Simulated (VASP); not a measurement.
A run of VASP 6.6.1:

File INCAR:

```
ALGO = Normal ; EDIFF = 1E-7
ENCUT = 520 ; GGA = PE
ISIF = 2 ; ISMEAR = -1
LASPH = True ; LCHARG = False
LREAL = False ; LWAVE = False
NBANDS = 21 ; NELM = 100
PREC = Accurate ; SIGMA = 0.05
```

Contents of KPOINTS:

```
k-points
0
Gamma
  13 13 13
```

The input POSCAR:

```
Sn
1.0
   -2.6101575147      2.6101575147      1.4164491833
    2.6101575147     -2.6101575147      1.4164491833
    2.6101575147      2.6101575147     -1.4164491833
Sn
2
Direct
   -0.3750000000     -0.1250000000     -0.2500000000
    0.3750000000      0.1250000000      0.2500000000
```

Potentials or basis: VASP PAW PBE potentials, release 64 (Sn_d).

Launch:

```console
$ cat potpaw_PBE.64/Sn_d/POTCAR > POTCAR
$ mpirun -np 1 vasp_std > vasp.out
```

Hardware: 1 thread of Intel(R) Xeon(R) 6975P-C (Granite Rapids), on a shared host.

**Question.** Estimate the wall time of this run.

**Answer.** It took 97 s on 1 thread of Intel(R) Xeon(R) 6975P-C (Granite Rapids), on a shared host, peak memory 0.25 GiB. Counts: scf iterations 13, k points 196.
